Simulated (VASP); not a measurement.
Set up this calculation in VASP 6.6.1, as the native input.

```
Task                   : single point
Functional             : r2SCAN
Dispersion             : rVV10
Potentials or basis    : VASP PAW PBE potentials, release 64 (Ga_d, N)
Cutoff                 : 520 eV
k mesh                 : 10 × 10 × 5
Occupations            : fermi-dirac, width 0.05 eV
Spin                   : no spin polarisation
Dipole correction      : no
Further INCAR settings : ALGO = Normal; EDIFF = 1e-07; NBANDS = 26
```

GaN:

```xyz
4
Lattice="3.2424 0.0000 0.0000 -1.6212 2.8080 0.0000 0.0000 0.0000 5.2673" Properties=species:S:1:pos:R:3 pbc="T T T"
Ga    1.6212    0.9360    2.6337
Ga    0.0000    1.8720    0.0000
N     1.6212    0.9360    4.6089
N     0.0000    1.8720    1.9752
```

The input as run:

POSCAR

```
GaN
1.0
    3.2423687753      0.0000000000      0.0000000000
   -1.6211843877      2.8079737278      0.0000000000
    0.0000000000      0.0000000000      5.2673198406
Ga N
2 2
Direct
    0.6666666667      0.3333333333      0.5000000000
    0.3333333333      0.6666666667      0.0000000000
    0.6666666667      0.3333333333      0.8750000000
    0.3333333333      0.6666666667      0.3750000000
```

INCAR.step1

```
SYSTEM = GaN
ALGO = Normal ; EDIFF = 1E-4
ENCUT = 520 ; GGA = PE
ISMEAR = -1 ; LASPH = .TRUE.
LCHARG = .FALSE. ; LREAL = .FALSE.
LWAVE = .TRUE. ; NBANDS = 26
NELM = 60 ; PREC = Accurate
SIGMA = 0.05
```

INCAR.step2

```
SYSTEM = GaN
ALGO = Normal ; BPARAM = 11.95
CPARAM = 0.0093 ; EDIFF = 1E-7
ENCUT = 520 ; ISIF = 2
ISMEAR = -1 ; ISTART = 1
IVDW_NL = 2 ; LASPH = .TRUE.
LCHARG = .FALSE. ; LMIXTAU = .TRUE.
LREAL = .FALSE. ; LUSE_VDW = .TRUE.
LWAVE = .FALSE. ; METAGGA = R2SCAN
NBANDS = 26 ; NELM = 60
PREC = Accurate ; SIGMA = 0.05
```

KPOINTS

```
k-points
0
G
  10 10 5
  0 0 0
```

Potentials or basis: VASP PAW PBE potentials, release 64 (Ga_d, N).

Command:

```console
$ cat potpaw_PBE.64/Ga_d/POTCAR potpaw_PBE.64/N/POTCAR > POTCAR
$ cp INCAR.step1 INCAR
$ mpirun -np 1 vasp_std > vasp.out
$ cp INCAR.step2 INCAR
$ mpirun -np 1 vasp_std > vasp.out
```

It gave:

* Pressure: -9.6 GPa
* Largest force: 0.121 eV/Å
* Band gap on the k mesh: 1.93 eV, direct

Caveat: the PAW data sets were made with another functional, which shifts forces and pressure a little.

Run time: 100 s on 1 thread of Intel(R) Xeon(R) 6975P-C (Granite Rapids), with other jobs on the host, peak memory 0.29 GiB.
